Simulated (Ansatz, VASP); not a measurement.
**Two plane-wave programs on PbSe**

INCAR

```
SYSTEM = PbSe
  PREC = Accurate
  ENCUT = 520
  EDIFF = 1E-6
  ISMEAR = -1
  SIGMA = 0.02
  LREAL = .False.
  LASPH = .True.
  NELM = 60
  ALGO = Normal
  ISIF = 2
  LWAVE = .False.
  LCHARG = .False.
  GGA = PE
  NBANDS = 28
```

File KPOINTS:

```
regular mesh
0
Gamma
  6 6 6
  0 0 0
```

Contents of POSCAR:

```
PbSe
1.0
    2.2177605821     -6.0253022519      0.0000000000
    2.0576469858      5.9682255609      0.0000000000
    0.0000000000      0.0000000000      4.4334889037
Pb Se
2 2
Direct
    0.6436811904      0.3870165256      0.7500000000
    0.3563188096      0.6129834744      0.2500000000
    0.8564978336      0.1310331005      0.7500000000
    0.1435021664      0.8689668995      0.2500000000
```

Input for Ansatz:

```yaml
crystal:
  lattice:
    - [2.2177605821, -6.0253022519, 0.0]
    - [2.0576469858, 5.9682255609, 0.0]
    - [0.0, 0.0, 4.4334889037]
  atoms:
    - { symbol: Pb, position: [0.6436811904, 0.3870165256, 0.75] }
    - { symbol: Pb, position: [0.3563188096, 0.6129834744, 0.25] }
    - { symbol: Se, position: [0.8564978336, 0.1310331005, 0.75] }
    - { symbol: Se, position: [0.1435021664, 0.8689668995, 0.25] }
kpoints:
  mp_grid: { grid: [6, 6, 6] }
  band_path:
    path:
      - [0.0, 0.0, 0.0]
      - [-0.5, 0.5, 0.0]
      - [-0.2817688255, 0.7182311745, 0.0]
      - [0.2817688255, 0.2817688255, 0.0]
      - [0.0, 0.0, 0.5]
      - [0.2817688255, 0.2817688255, 0.5]
      - [-0.2817688255, 0.7182311745, 0.5]
      - [-0.5, 0.5, 0.5]
      - [0.0, 0.5, 0.0]
      - [-0.5, 0.5, 0.4]
      - [0.5, -0.5, 0.382812]
      - [0.192708, 0.226563, 0.0]
    npoints: 1
hamiltonian:
  xc: pbe
scf:
  occupations: { method: fermi_dirac, width: 0.02 }
  n_extra_bands: 5
output:
  forces: true
  stress: true
  eigenvalues: true
```

Change from the starting cell: shear_xy strain -2.7%.

Alike in both runs: task single point; functional PBE; k mesh 6 × 6 × 6; occupations fermi-dirac, width 0.02 eV; no spin polarisation.

|  | VASP | Ansatz |
| --- | --- | --- |
| version | VASP 6.6.1 | Ansatz 0.2.0 |
| potentials or method | VASP PAW PBE potentials, release 64 (Pb_d, Se) | plane waves, PAW |
| plane-wave cutoff (eV) | 520 | 420 |
| valence electrons in the cell | 40 | 60 |

```tsv
	VASP	Ansatz	Ansatz less VASP
gap on the k mesh at the Fermi level (eV)	1.10	1.10	+0.001
pressure (GPa)	2.1	2.1	0.00
traceless stress, the component that is largest in VASP (GPa)	0.36	0.34	-0.023
rms of the force components (eV/Å)	0.077	0.073	-0.0043
```

Atom by atom the forces differ by 0.004 eV/Å (rms over components). VASP's potentials hold 40 valence electrons a cell and Ansatz's 60, so a difference there can come from the potentials and not from the codes.

Neither program's run includes spin-orbit coupling.
